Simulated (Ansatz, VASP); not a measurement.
**InSe2 in VASP and in Ansatz**

```
In Se
1.0
     3.89489    0.00000    0.00000
     0.00000    3.89489    0.00000
     0.00000    0.00000    9.62623
In Se
2 4
Cartesian
  0.0000 1.9474 6.8006
  1.9474 0.0000 2.8256
  0.0000 1.9474 3.5252
  1.9474 0.0000 6.1010
  0.0000 0.0000 0.0000
  1.9474 1.9474 0.0000
```

Alike in both runs: task relaxation of cell and atoms; functional PBEsol; k mesh 10 × 10 × 4; occupations gaussian, width 0.1 eV; no spin polarisation.

|  | VASP | Ansatz |
| --- | --- | --- |
| version | VASP 6.6.1 | Ansatz 0.2.0 |
| potentials or method | VASP PAW PBE potentials, release 64 (In_d, Se), cutoff 600 eV | scalar-relativistic, plane waves, PAW |
| valence electrons in the cell | 50 | 90 |

VASP gave:

| Property | Result |
| --- | --- |
| gap on the k mesh at the Fermi level, each at its own relaxed structure (eV) | none |
| relaxed volume (Å³/atom) | 22.91 |
| relaxed cell length with the largest relative difference (Å) | 3.836 |

Task: Estimate Ansatz's values.

Result: gap on the k mesh at the Fermi level, each at its own relaxed structure (eV): none; relaxed volume (Å³/atom): 22.87; relaxed cell length with the largest relative difference (Å): 3.833.

VASP's potentials were made for PBE, not for PBEsol. A gap of «none» marks a metal or a gap that the smearing closes. VASP's potentials hold 50 valence electrons a cell and Ansatz's 90, so a difference there can come from the potentials and not from the codes.
